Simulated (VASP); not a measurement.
# Zn (Fd-3m) in VASP: notebook

The runs below take Zn through relaxation of cell and atoms, with PBE.

Everything below comes from runs of VASP 6.6.1. Logs are shortened: lines on timing, memory, paths and dates and some standing lists are left out, and cuts for length are marked.

## Step 1: The cell of the first run

It takes space group Fd-3m (No. 227, cubic). Conventional cell: a = 5.420 Å, b = 5.420 Å, c = 5.420 Å, α = 90.00°, β = 90.00°, γ = 90.00°. Zn (site symmetry -43m) has 4 Zn at 2.35 Å within 3.1 Å.

This isn't the form of Zn at room conditions, which is hcp.

## Step 2: Relaxation of cell and atoms, PBE

INCAR

```
SYSTEM = Zn
PREC = Accurate
ENCUT = 500
EDIFF = 1E-7
ISMEAR = 1
SIGMA = 0.1
LREAL = .False.
LASPH = .True.
NELM = 120
ALGO = Normal
ISIF = 3
LWAVE = .False.
LCHARG = .False.
GGA = PE
IBRION = 2
NSW = 80
EDIFFG = -0.03
GGA_COMPAT = .False.
NELMIN = 4
```

KPOINTS

```
regular mesh
0
Gamma
  13 13 13
  0 0 0
```

POSCAR

```
Zn
1.0
    0.0000000000      2.7100000000      2.7100000000
    2.7100000000      0.0000000000      2.7100000000
    2.7100000000      2.7100000000      0.0000000000
Zn
2
Direct
    1.0000000000      1.0000000000      1.0000000000
    0.2500000000      0.2500000000      0.2500000000
```

Potentials or basis: VASP PAW PBE potentials, release 64 (Zn).

On the command line:

```console
$ cat potpaw_PBE.64/Zn/POTCAR > POTCAR
$ mpirun -np 1 vasp_std > vasp.out
```

OUTCAR:

```text
SYSTEM = Zn
   PREC = Accurate
   ENCUT = 500
   EDIFF = 1E-7
   ISMEAR = 1
   LREAL = .False.
   LASPH = .True.
   NELM = 120
   ISIF = 3
   GGA = PE
   IBRION = 2
   NSW = 80
   EDIFFG = -0.03
   NELMIN = 4

 ion  position               nearest neighbor table
   1  0.000  0.000  0.000-   2 2.35   2 2.35   2 2.35   2 2.35
   2  0.250  0.250  0.250-   1 2.35   1 2.35   1 2.35   1 2.35

  LATTYP: Found a face centered cubic cell.
 ALAT       =     5.4200000000

  Lattice vectors:

 A1 = (   0.0000000000,   2.7100000000,   2.7100000000)
 A2 = (   2.7100000000,   0.0000000000,   2.7100000000)
 A3 = (   2.7100000000,   2.7100000000,   0.0000000000)

Analysis of symmetry for initial positions (statically):
=====================================================================
 Subroutine PRICEL returns:
 Original cell was already a primitive cell.

 Routine SETGRP: Setting up the symmetry group for a
 face centered cubic supercell.

 Subroutine GETGRP returns: Found 48 space group operations
 (whereof 24 operations were pure point group operations)
 out of a pool of 48 trial point group operations.

The static configuration has the point symmetry T_d .
 The point group associated with its full space group is O_h .

Analysis of symmetry for dynamics (positions and initial velocities):
=====================================================================
 Subroutine PRICEL returns:
 Original cell was already a primitive cell.

 Routine SETGRP: Setting up the symmetry group for a
 face centered cubic supercell.

 Subroutine GETGRP returns: Found 48 space group operations
 (whereof 24 operations were pure point group operations)
 out of a pool of 48 trial point group operations.

The dynamic configuration has the point symmetry T_d .
 The point group associated with its full space group is O_h .

 Subroutine INISYM returns: Found 48 space group operations
 (whereof 24 operations are pure point group operations),
 and found     1 'primitive' translations

----------------------------------------------------------------------------------------

                                     Primitive cell

  volume of cell :      39.8050

  direct lattice vectors                    reciprocal lattice vectors
     0.000000000  2.710000000  2.710000000    -0.184501845  0.184501845  0.184501845
     2.710000000  0.000000000  2.710000000     0.184501845 -0.184501845  0.184501845
[... 91 lines left out ...]
   ISIF   =      3    stress and relaxation
   ISYM   =      2    0-nonsym 1-usesym 2-fastsym
   POTIM  = 0.5000    time-step for ionic-motion
   TEBEG  =    0.0;   TEEND  =   0.0 temperature during run
   PSTRESS=    0.0 pullay stress
   NELECT =      24.0000    total number of electrons
   NUPDOWN=      -1.0000    fix difference up-down
   EMIN   =  10.00;   EMAX   =-10.00  energy-range for DOS
   EFERMI =   0.00;   METHOD = LEGACY
   ISMEAR =     1;   SIGMA  =   0.10  broadening in eV -4-tet -1-fermi 0-gaus
   EFERMI_NEDOS =   21; number of points for ismear=-14 and -15
   IALGO  =     38    algorithm
   IMIX   =      4    mixing-type and parameters
     AMIX     =   0.40;   BMIX     =  1.00
     AMIX_MAG =   1.60;   BMIX_MAG =  1.00
  volume/ion in A,a.u.               =      19.90       134.31
  Fermi-wavevector in a.u.,A,eV,Ry     =   1.383033  2.613554 26.024965  1.912781
  Thomas-Fermi vector in A             =   2.507669
   LORBIT       =      0    0 simple, 1 ext, 2 COOP (PROOUT), +10 PAW based schemes
   GGA     = PE    functional components
   LHFCALC =     F    Hartree Fock is set to
   AEXX    =    0.0000 exact exchange contribution
   IVDW    =     0    specifies the selected vdW correction
   LEPSILON=     F    determine dielectric tensor
   LRPA    =     F    only Hartree local field effects (RPA)
 conjugate gradient relaxation of ions
 non-spin polarized calculation
 Methfessel and Paxton  Order N= 1 SIGMA  =   0.10
  energy-cutoff  :      500.00
  volume of cell :       39.81
 maximum number of plane-waves:      1023
   NGX = 13   NGY = 13   NGZ = 13

--------------------------------------- Ionic step        1  -------------------------------------------

 number of electron      23.9999992 magnetization

 Free energy of the ion-electron system (eV)
  ---------------------------------------------------
  ext. energy  EPLUGINS =         0.00000000
  ---------------------------------------------------
  free energy    TOTEN  =        -1.03154689 eV

  energy without entropy =       -1.03218298  energy(sigma->0) =       -1.03175892

------------------------ aborting loop because EDIFF is reached ----------------------------------------

  FORCE on cell =-STRESS in cart. coord.  units (eV):
  Direction    XX          YY          ZZ          XY          YZ          ZX
  --------------------------------------------------------------------------------------
  -------------------------------------------------------------------------------------
  Total        2.5685974      2.5685974      2.5685974      0.0000000      0.0000000      0.0000000
  in kB      103.3876712    103.3876712    103.3876712      0.0000000      0.0000000      0.0000000
  external PRESSURE =     103.3876712 kB  Pullay stress =       0.0000000 kB
[... 95 lines left out ...]
--------------------------------------- Ionic step        4  -------------------------------------------

 number of electron      23.9999980 magnetization

 Free energy of the ion-electron system (eV)
  ---------------------------------------------------
  ext. energy  EPLUGINS =         0.00000000
  ---------------------------------------------------
  free energy    TOTEN  =        -1.27361386 eV

  energy without entropy =       -1.27300246  energy(sigma->0) =       -1.27341006

 E-fermi :   0.2921     XC(G=0):  -8.9676

 val. band max:        0.2424846064   @ k =  -0.3846   0.3077   0.0769
 cond. band min:       0.3055373557   @ k =  -0.2308   0.1538   0.0000
 fundamental gap:      0.0630527494
 Fermi energy:         0.2920587207

 k-point     1 :       0.0000    0.0000    0.0000
  band No.  band energies     occupation
      1      -7.2553      2.00000
      2      -7.2377      2.00000
      3      -7.2377      2.00000
      4      -7.2377      2.00000
      5      -7.1976      2.00000
      6      -7.1976      2.00000
[... 433 lines left out ...]
      3      -7.2146      2.00000
      4      -7.0606      2.00000
      5      -7.0293      2.00000
      6      -6.9614      2.00000
[... 8 lines left out ...]
     15       6.1128      0.00000
     16       8.3664      0.00000

 [... further k-points ...]
[... 5 lines left out ...]
  --------------------------------------------------------------------------------------
  -------------------------------------------------------------------------------------
  Total       -0.0024854     -0.0024854     -0.0024854      0.0000000     -0.0000000      0.0000000
  in kB       -0.0810244     -0.0810244     -0.0810244      0.0000000     -0.0000000      0.0000000
  external PRESSURE =      -0.0810244 kB  Pullay stress =       0.0000000 kB
[... 17 lines left out ...]
  FREE ENERGIE OF THE ION-ELECTRON SYSTEM (eV)
  ---------------------------------------------------
  free  energy   TOTEN  =        -1.2736138639 eV

  energy  without entropy=       -1.2730024572  energy(sigma->0) =       -1.27341006

 reached required accuracy - stopping structural energy minimisation
```

Run time: 2 min. Hardware: 1 thread of Intel Xeon 6975P-C (Granite Rapids), shared host; peak memory 0.18 GiB.

Results:

* Free energy: -1.2736 eV
* Relaxed volume: 24.57 Å³/atom
* Relaxed cell: a = 4.112 Å, b = 4.112 Å, c = 4.112 Å, α = 60.00°, β = 60.00°, γ = 60.00°
* Space group after relaxing (to 0.1 Å): Fd-3m (No. 227)
* Energy gained by relaxing: 121.0 meV/atom
* Ionic steps: 4
* Pressure after relaxing: 0.0 GPa
* Band gap on the k mesh: zero (bands 12 and 13 overlap by 5.84 eV)

The path:
```csv
step,energy change (eV),largest force (eV/Å),pressure (GPa),volume (Å³)
1,0.0000,0.0000,10.34,39.81
2,-0.2380,0.0000,0.93,47.67
3,-0.2418,0.0000,-0.22,49.52
4,-0.2421,0.0000,-0.01,49.15
```

Final structure:
```yaml
crystal:
  lattice:
    - [0.00000, 2.90730, 2.90730]
    - [2.90730, 0.00000, 2.90730]
    - [2.90730, 2.90730, 0.00000]
  atoms:
    - { symbol: Zn, position: [0.00000, 0.00000, 0.00000] }
    - { symbol: Zn, position: [0.25000, 0.25000, 0.25000] }
```

Caveat: the volume moved by over 15 % at a fixed basis, so the end points are rough.

## Step 3: Relaxation of cell and atoms, PBE, target pressure 20 GPa, at which the enthalpy is minimised

INCAR

```
SYSTEM = Zn
ALGO = Normal
EDIFF = 1E-7
EDIFFG = -0.03
ENCUT = 500
GGA = PE
GGA_COMPAT = .FALSE.
IBRION = 2
ISIF = 3
ISMEAR = 1
LASPH = .TRUE.
LCHARG = .FALSE.
LREAL = .FALSE.
LWAVE = .FALSE.
NELM = 120
NELMIN = 4
NSW = 80
PREC = Accurate
PSTRESS = 200.0
SIGMA = 0.1
```

KPOINTS

```
k-points
0
G
  13 13 13
  0 0 0
```

POSCAR is that of step 2.

Potentials or basis: VASP PAW PBE potentials, release 64 (Zn).

On the command line:

```console
$ cat potpaw_PBE.64/Zn/POTCAR > POTCAR
$ mpirun -np 1 vasp_std > vasp.out
```

Wall time 2 min (1 thread of Intel Xeon 6975P-C (Granite Rapids), shared host); peak memory 0.18 GiB.

It converged, with:

```
Free energy                                                : -0.6653 eV
Relaxed volume                                             : 17.91 Å³/atom
Relaxed cell                                               : a = 3.700 Å, b = 3.700 Å, c = 3.700 Å, α = 60.00°, β = 60.00°, γ = 60.00°
Space group after relaxing (to 0.1 Å)                      : Fd-3m (No. 227)
Energy change on relaxing (the run minimises the enthalpy) : +183.1 meV/atom
Ionic steps                                                : 3
Pressure after relaxing                                    : 19.9 GPa
Band gap on the k mesh                                     : zero (bands 12 and 13 overlap by 8.08 eV)
```

Step by step:
```tsv
step	energy change (eV)	largest force (eV/Å)	pressure (GPa)	volume (Å³)
1	0.0000	0.0000	10.34	39.81
2	0.7510	0.0000	29.26	33.28
3	0.3663	0.0000	19.90	35.82
```

Final structure:
```cif
data_structure
_symmetry_space_group_name_H-M 'P 1'
_symmetry_Int_Tables_number 1
_cell_length_a 3.7001
_cell_length_b 3.7001
_cell_length_c 3.7001
_cell_angle_alpha 60.000
_cell_angle_beta 60.000
_cell_angle_gamma 60.000
_cell_volume 35.82
loop_
_atom_site_label
_atom_site_type_symbol
_atom_site_fract_x
_atom_site_fract_y
_atom_site_fract_z
_atom_site_occupancy
Zn1 Zn 0.00000 0.00000 0.00000 1
Zn2 Zn 0.25000 0.25000 0.25000 1
```

Levels at points of the mesh, in eV from the Fermi level:
```
           k point  band 8  band 9  band 10  band 11  band 12  band 13  band 14  band 15  band 16
(0.00, 0.00, 0.00)   -7.30   -7.30    -6.90    -6.90     6.89     6.89     6.89     8.19     8.19
```

Caveat: the cell is relaxed towards a set pressure, so the run minimises the enthalpy, not the energy.
